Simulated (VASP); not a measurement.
# ZrIn (P4/mmm) in VASP: a series of runs

The runs below take ZrIn through electric field gradients, with LDA.

Everything below comes from runs of VASP 6.6.1. Logs are shortened: lines on timing, memory, paths and dates and some standing lists are left out, and cuts for length are marked.

## 1. The cell of the first run

The structure is tetragonal, space group P4/mmm (No. 123). Conventional cell: a = 2.981 Å, b = 2.981 Å, c = 4.202 Å, α = 90.00°, β = 90.00°, γ = 90.00°. Within 3.9 Å of Zr (site symmetry 4/mmm) lie 8 In at 2.98 Å and 4 Zr at 2.98 Å. In (site symmetry 4/mmm) has 8 Zr at 2.98 Å and 4 In at 2.98 Å within 3.9 Å.

## 2. Electric field gradients, LDA (18.67 Å³/atom)

INCAR

```
SYSTEM = ZrIn
ALGO = Normal ; EDIFF = 1E-8
ENCUT = 520 ; GGA = CA
ISIF = 2 ; ISMEAR = -1
LASPH = .TRUE. ; LCHARG = .FALSE.
LEFG = .TRUE. ; LREAL = .FALSE.
LWAVE = .FALSE. ; NBANDS = 20
NELM = 60 ; PREC = Accurate
SIGMA = 0.05
```

KPOINTS

```
k-points
0
G
  12 12 8
  0 0 0
```

POSCAR

```
ZrIn
1.0
    2.9810259726      0.0000000000      0.0000000000
    0.0000000000      2.9810259726      0.0000000000
    0.0000000000      0.0000000000      4.2022925958
Zr In
1 1
Direct
    0.0000000000      0.0000000000      0.0000000000
    0.5000000000      0.5000000000      0.5000000000
```

Potentials or basis: VASP PAW LDA potentials, release 64 (Zr_sv, In_d).

Command:

```
cat potpaw_LDA.64/Zr_sv/POTCAR potpaw_LDA.64/In_d/POTCAR > POTCAR
mpirun -np 1 vasp_std > vasp.out
```

OUTCAR:

```text
SYSTEM = ZrIn
   EDIFF = 1E-8
   ENCUT = 520
   GGA = CA
   ISIF = 2
   ISMEAR = -1
   LASPH = .TRUE.
   LREAL = .FALSE.
   NELM = 60
   PREC = Accurate

 ion  position               nearest neighbor table
   1  0.000  0.000  0.000-   2 2.98   2 2.98   2 2.98   2 2.98   2 2.98   2 2.98   2 2.98   2 2.98

   2  0.500  0.500  0.500-   1 2.98   1 2.98   1 2.98   1 2.98   1 2.98   1 2.98   1 2.98   1 2.98

  LATTYP: Found a simple tetragonal cell.
 ALAT       =     2.9810259726
 C/A-ratio  =     1.4096799674

  Lattice vectors:

 A1 = (   2.9810259726,   0.0000000000,   0.0000000000)
 A2 = (   0.0000000000,   2.9810259726,   0.0000000000)
 A3 = (   0.0000000000,   0.0000000000,   4.2022925958)

Analysis of symmetry for initial positions (statically):
=====================================================================
 Subroutine PRICEL returns:
 Original cell was already a primitive cell.

 Routine SETGRP: Setting up the symmetry group for a
 simple tetragonal supercell.

 Subroutine GETGRP returns: Found 16 space group operations
 (whereof 16 operations were pure point group operations)
 out of a pool of 16 trial point group operations.

The static configuration has the point symmetry D_4h.

Analysis of symmetry for dynamics (positions and initial velocities):
=====================================================================
 Subroutine PRICEL returns:
 Original cell was already a primitive cell.

 Routine SETGRP: Setting up the symmetry group for a
 simple tetragonal supercell.

 Subroutine GETGRP returns: Found 16 space group operations
 (whereof 16 operations were pure point group operations)
 out of a pool of 16 trial point group operations.

The dynamic configuration has the point symmetry D_4h.

 Subroutine INISYM returns: Found 16 space group operations
 (whereof 16 operations are pure point group operations),
 and found     1 'primitive' translations

----------------------------------------------------------------------------------------

                                     Primitive cell

  volume of cell :      37.3437

  direct lattice vectors                    reciprocal lattice vectors
     2.981025973  0.000000000  0.000000000     0.335454977  0.000000000  0.000000000
[... 122 lines left out ...]
   NGX = 11   NGY = 11   NGZ = 15

 number of electron      25.0000007 magnetization

 Free energy of the ion-electron system (eV)
  ---------------------------------------------------
  ext. energy  EPLUGINS =         0.00000000
  ---------------------------------------------------
  free energy    TOTEN  =       -13.19907324 eV

  energy without entropy =      -13.18926660  energy(sigma->0) =      -13.19416992

 E-fermi :  11.4641     XC(G=0): -12.3048

 val. band max:       11.4504637930   @ k =   0.1667   0.1667   0.2500
 cond. band min:      11.4742986894   @ k =   0.4167   0.1667   0.1250
 fundamental gap:      0.0238348964
 Fermi energy:        11.4640896803

 k-point     1 :       0.0000    0.0000    0.0000
  band No.  band energies     occupation
      1     -36.8241      2.00000
      2     -15.2452      2.00000
      3     -14.5036      2.00000
      4     -14.5036      2.00000
      5      -3.6112      2.00000
      6      -3.2796      2.00000
[... 541 lines left out ...]
     19      19.8233      0.00000
     20      22.4587      0.00000

 [... further k-points ...]

------------------------ aborting loop because EDIFF is reached ----------------------------------------

  FORCE on cell =-STRESS in cart. coord.  units (eV):
  Direction    XX          YY          ZZ          XY          YZ          ZX
  --------------------------------------------------------------------------------------
  -------------------------------------------------------------------------------------
  Total        3.3374413      3.3374413      3.3450702      0.0000000      0.0000000      0.0000000
  in kB      143.1879281    143.1879281    143.5152379      0.0000000      0.0000000      0.0000000
  external PRESSURE =     143.2970314 kB  Pullay stress =       0.0000000 kB

 VOLUME and BASIS-vectors are now :
 -----------------------------------------------------------------------------
  energy-cutoff  :      520.00
  volume of cell :       37.34
      direct lattice vectors                 reciprocal lattice vectors
     2.981025973  0.000000000  0.000000000     0.335454977  0.000000000  0.000000000
     0.000000000  2.981025973  0.000000000     0.000000000  0.335454977  0.000000000
     0.000000000  0.000000000  4.202292596     0.000000000  0.000000000  0.237965343

 POSITION                                       TOTAL-FORCE (eV/Angst)
 -----------------------------------------------------------------------------------
      0.00000      0.00000      0.00000         0.000000      0.000000      0.000000
      1.49051      1.49051      2.10115         0.000000      0.000000      0.000000
 -----------------------------------------------------------------------------------
    total drift:                                0.000000      0.000000     -0.000000

  FREE ENERGIE OF THE ION-ELECTRON SYSTEM (eV)
  ---------------------------------------------------
  free  energy   TOTEN  =       -13.1990732390 eV

  energy  without entropy=      -13.1892665987  energy(sigma->0) =      -13.19416992

 Electric field gradients (V/A^2)
---------------------------------------------------------------------
 ion       V_xx      V_yy      V_zz      V_xy      V_xz      V_yz
---------------------------------------------------------------------
   1     -20.125   -20.125    40.250    -0.000    -0.000    -0.000
   2      81.820    81.820  -163.640    -0.000     0.000     0.000
---------------------------------------------------------------------

 Electric field gradients after diagonalization (V/A^2)
 (convention: |V_zz| > |V_xx| > |V_yy|)
----------------------------------------------------------------------
 ion       V_xx      V_yy      V_zz     asymmetry (V_yy - V_xx)/ V_zz
----------------------------------------------------------------------
   1     -20.125   -20.125    40.250       0.000
   2      81.820    81.820  -163.640       0.000
----------------------------------------------------------------------

           NMR quadrupolar parameters

 Cq : quadrupolar parameter    Cq=e*Q*V_zz/h
 eta: asymmetry parameters     (V_yy - V_xx)/ V_zz
 Q  : nuclear electric quadrupole moment in mb (millibarn)
----------------------------------------------------------------------
 ion       Cq(MHz)       eta       Q (mb)
----------------------------------------------------------------------
   1       0.097       0.000       1.000
   2      -0.396       0.000       1.000
----------------------------------------------------------------------
```

stdout:

```text
POSCAR found type information on POSCAR ZrIn
 POSCAR found :  2 types and       2 ions
 scaLAPACK will be used
 LDA part: xc-table for (Slater(with rela. corr.)+CA(PZ))
 , standard interpolation
 POSCAR, INCAR and KPOINTS ok, starting setup
 FFT: planning ... GRIDC
 FFT: planning ... GRID_SOFT
 FFT: planning ... GRID
 WAVECAR not read
 entering main loop
ion   1

ion   2
```

Run time: 31 s. Hardware: 1 thread of Intel Xeon 6975P-C (Granite Rapids), shared host; peak memory 0.21 GiB.

Results:

```
Free energy                             : -13.1991 eV
Pressure                                : 14.3 GPa
Band gap on the k mesh                  : zero (an odd number of electrons rules out a gap without spin polarisation)
Largest electric field gradient by atom : Zr +40.2; In -163.6 V/Å²
```

Electric field gradients, principal values (V/Å²):
```tsv
atom	least	middle	greatest (by size)
1 Zr	-20.125	-20.125	40.250
2 In	81.820	81.820	-163.640
```

Caveat: the cell stands under pressure; without QUAD_EFG the Cq values of the log hold for a quadrupole moment of 1 mb, not for the nuclei; spin-orbit coupling is left out, which moves the levels of the heavy elements.

## 3. Electric field gradients, LDA (21.97 Å³/atom)

This run uses another cell than the first one, of 21.97 Å³/atom.

INCAR

```
SYSTEM = ZrIn
PREC = Accurate ; ENCUT = 520
EDIFF = 1E-8 ; ISMEAR = -1
SIGMA = 0.05 ; LREAL = .FALSE.
LASPH = .TRUE. ; NELM = 60
ALGO = Normal ; ISIF = 2
LWAVE = .FALSE. ; LCHARG = .FALSE.
LEFG = .TRUE. ; NBANDS = 20
```

KPOINTS

```
regular mesh
0
G
  12 12 8
  0 0 0
```

POSCAR

```
ZrIn
1.0
    3.1520244363      0.0000000000      0.0000000000
    0.0000000000      3.1520244363      0.0000000000
    0.0000000000      0.0000000000      4.4220101050
Zr In
1 1
Direct
    0.0000000000      0.0000000000      0.0000000000
    0.5000000000      0.5000000000      0.5000000000
```

Potentials or basis: VASP PAW LDA potentials, release 64 (Zr_sv, In_d).

Command:

```
cat potpaw_LDA.64/Zr_sv/POTCAR potpaw_LDA.64/In_d/POTCAR > POTCAR
mpirun -np 1 vasp_std > vasp.out
```

OUTCAR:

```text
SYSTEM = ZrIn
   PREC = Accurate
   ENCUT = 520
   EDIFF = 1E-8
   ISMEAR = -1
   LREAL = .FALSE.
   LASPH = .TRUE.
   NELM = 60
   ISIF = 2

 ion  position               nearest neighbor table
   1  0.000  0.000  0.000-   2 3.14   2 3.14   2 3.14   2 3.14   2 3.14   2 3.14   2 3.14   2 3.14

   2  0.500  0.500  0.500-   1 3.14   1 3.14   1 3.14   1 3.14   1 3.14   1 3.14   1 3.14   1 3.14

  LATTYP: Found a simple tetragonal cell.
 ALAT       =     3.1520244363
 C/A-ratio  =     1.4029111114

  Lattice vectors:

 A1 = (   3.1520244363,   0.0000000000,   0.0000000000)
 A2 = (   0.0000000000,   3.1520244363,   0.0000000000)
 A3 = (   0.0000000000,   0.0000000000,   4.4220101050)

Analysis of symmetry for initial positions (statically):
=====================================================================
 Subroutine PRICEL returns:
 Original cell was already a primitive cell.

 Routine SETGRP: Setting up the symmetry group for a
 simple tetragonal supercell.

 Subroutine GETGRP returns: Found 16 space group operations
 (whereof 16 operations were pure point group operations)
 out of a pool of 16 trial point group operations.

The static configuration has the point symmetry D_4h.

Analysis of symmetry for dynamics (positions and initial velocities):
=====================================================================
 Subroutine PRICEL returns:
 Original cell was already a primitive cell.

 Routine SETGRP: Setting up the symmetry group for a
 simple tetragonal supercell.

 Subroutine GETGRP returns: Found 16 space group operations
 (whereof 16 operations were pure point group operations)
 out of a pool of 16 trial point group operations.

The dynamic configuration has the point symmetry D_4h.

 Subroutine INISYM returns: Found 16 space group operations
 (whereof 16 operations are pure point group operations),
 and found     1 'primitive' translations

----------------------------------------------------------------------------------------

                                     Primitive cell

  volume of cell :      43.9338

  direct lattice vectors                    reciprocal lattice vectors
     3.152024436  0.000000000  0.000000000     0.317256424  0.000000000  0.000000000
     0.000000000  3.152024436  0.000000000     0.000000000  0.317256424  0.000000000
     0.000000000  0.000000000  4.422010105     0.000000000  0.000000000  0.226141500

  length of vectors
     3.152024436  3.152024436  4.422010105     0.317256424  0.317256424  0.226141500

  position of ions in fractional coordinates (direct lattice)
     0.000000000  0.000000000  0.000000000
     0.500000000  0.500000000  0.500000000

  ion indices of the primitive-cell ions
   primitive index   ion index
                 1           1
                 2           2

----------------------------------------------------------------------------------------

 KPOINTS: regular mesh

Automatic generation of k-mesh.
 Grid dimensions read from file:
 generate k-points for:   12   12    8
[... 70 lines left out ...]
   ISIF   =      2    stress and relaxation
   ISYM   =      2    0-nonsym 1-usesym 2-fastsym
   POTIM  = 0.5000    time-step for ionic-motion
   TEBEG  =    0.0;   TEEND  =   0.0 temperature during run
   PSTRESS=    0.0 pullay stress
   NELECT =      25.0000    total number of electrons
   NUPDOWN=      -1.0000    fix difference up-down
   EMIN   =  10.00;   EMAX   =-10.00  energy-range for DOS
   EFERMI =   0.00;   METHOD = LEGACY
   ISMEAR =    -1;   SIGMA  =   0.05  broadening in eV -4-tet -1-fermi 0-gaus
   EFERMI_NEDOS =   21; number of points for ismear=-14 and -15
   IALGO  =     38    algorithm
   IMIX   =      4    mixing-type and parameters
     AMIX     =   0.40;   BMIX     =  1.00
     AMIX_MAG =   1.60;   BMIX_MAG =  1.00
  volume/ion in A,a.u.               =      21.97       148.24
  Fermi-wavevector in a.u.,A,eV,Ry     =   1.356611  2.563622 25.040058  1.840392
  Thomas-Fermi vector in A             =   2.483599
   LORBIT       =      0    0 simple, 1 ext, 2 COOP (PROOUT), +10 PAW based schemes
   GGA     = CA    functional components
   LHFCALC =     F    Hartree Fock is set to
   AEXX    =    0.0000 exact exchange contribution
   IVDW    =     0    specifies the selected vdW correction
   LEPSILON=     F    determine dielectric tensor
   LRPA    =     F    only Hartree local field effects (RPA)
 non-spin polarized calculation
  energy-cutoff  :      520.00
  volume of cell :       43.93
 maximum number of plane-waves:      1208
 NGX is ok and might be reduce to    24
   NGX = 11   NGY = 11   NGZ = 17

 number of electron      25.0000008 magnetization

 Free energy of the ion-electron system (eV)
  ---------------------------------------------------
  ext. energy  EPLUGINS =         0.00000000
  ---------------------------------------------------
  free energy    TOTEN  =       -13.31707721 eV

  energy without entropy =      -13.30511696  energy(sigma->0) =      -13.31109708

 E-fermi :   9.2906     XC(G=0): -11.4897

 val. band max:        9.2768577026   @ k =   0.1667   0.0833   0.2500
 cond. band min:       9.2956843911   @ k =   0.3333   0.3333   0.2500
 fundamental gap:      0.0188266885
 Fermi energy:         9.2906273858

 k-point     1 :       0.0000    0.0000    0.0000
  band No.  band energies     occupation
      1     -39.3544      2.00000
      2     -17.6834      2.00000
      3     -17.1737      2.00000
      4     -17.1737      2.00000
      5      -5.3091      2.00000
      6      -5.0543      2.00000
[... 541 lines left out ...]
     19      16.4434      0.00000
     20      18.6398      0.00000

 [... further k-points ...]

------------------------ aborting loop because EDIFF is reached ----------------------------------------

  FORCE on cell =-STRESS in cart. coord.  units (eV):
  Direction    XX          YY          ZZ          XY          YZ          ZX
  --------------------------------------------------------------------------------------
  -------------------------------------------------------------------------------------
  Total       -1.6148484     -1.6148484     -1.6246260      0.0000000     -0.0000000      0.0000000
  in kB      -58.8902590    -58.8902590    -59.2468263      0.0000000     -0.0000000      0.0000000
  external PRESSURE =     -59.0091148 kB  Pullay stress =       0.0000000 kB

 VOLUME and BASIS-vectors are now :
 -----------------------------------------------------------------------------
  energy-cutoff  :      520.00
  volume of cell :       43.93
      direct lattice vectors                 reciprocal lattice vectors
     3.152024436  0.000000000  0.000000000     0.317256424  0.000000000  0.000000000
     0.000000000  3.152024436  0.000000000     0.000000000  0.317256424  0.000000000
     0.000000000  0.000000000  4.422010105     0.000000000  0.000000000  0.226141500

 POSITION                                       TOTAL-FORCE (eV/Angst)
 -----------------------------------------------------------------------------------
      0.00000      0.00000      0.00000         0.000000      0.000000      0.000000
      1.57601      1.57601      2.21101         0.000000      0.000000      0.000000
 -----------------------------------------------------------------------------------
    total drift:                                0.000000      0.000000     -0.000000

  FREE ENERGIE OF THE ION-ELECTRON SYSTEM (eV)
  ---------------------------------------------------
  free  energy   TOTEN  =       -13.3170772058 eV

  energy  without entropy=      -13.3051169572  energy(sigma->0) =      -13.31109708

 Electric field gradients (V/A^2)
---------------------------------------------------------------------
 ion       V_xx      V_yy      V_zz      V_xy      V_xz      V_yz
---------------------------------------------------------------------
   1     -22.997   -22.997    45.994     0.000    -0.000    -0.000
   2      70.731    70.731  -141.463     0.000     0.000     0.000
---------------------------------------------------------------------

 Electric field gradients after diagonalization (V/A^2)
 (convention: |V_zz| > |V_xx| > |V_yy|)
----------------------------------------------------------------------
 ion       V_xx      V_yy      V_zz     asymmetry (V_yy - V_xx)/ V_zz
----------------------------------------------------------------------
   1     -22.997   -22.997    45.994       0.000
   2      70.731    70.731  -141.463       0.000
----------------------------------------------------------------------

           NMR quadrupolar parameters

 Cq : quadrupolar parameter    Cq=e*Q*V_zz/h
 eta: asymmetry parameters     (V_yy - V_xx)/ V_zz
 Q  : nuclear electric quadrupole moment in mb (millibarn)
----------------------------------------------------------------------
 ion       Cq(MHz)       eta       Q (mb)
----------------------------------------------------------------------
   1       0.111       0.000       1.000
   2      -0.342       0.000       1.000
----------------------------------------------------------------------
```

Run time: 33 s. Hardware: 1 thread of Intel Xeon 6975P-C (Granite Rapids), shared host; peak memory 0.23 GiB.

What came out:

| Property | Result |
| --- | --- |
| Free energy | -13.3171 eV |
| Pressure | -5.9 GPa |
| Band gap on the k mesh | zero (an odd number of electrons rules out a gap without spin polarisation) |
| Largest electric field gradient by atom | Zr +46.0; In -141.5 V/Å² |

Electric field gradients, principal values (V/Å²):
```csv
atom,least,middle,greatest (by size)
1 Zr,-22.997,-22.997,45.994
2 In,70.731,70.731,-141.463
```

Caveat: the cell stands under tension; without QUAD_EFG the Cq values of the log hold for a quadrupole moment of 1 mb, not for the nuclei; spin-orbit coupling is left out, which moves the levels of the heavy elements.

(Continued in part 2 of 2.)

The gap in the log of VASP goes by the Fermi energy; the results here count the filled bands.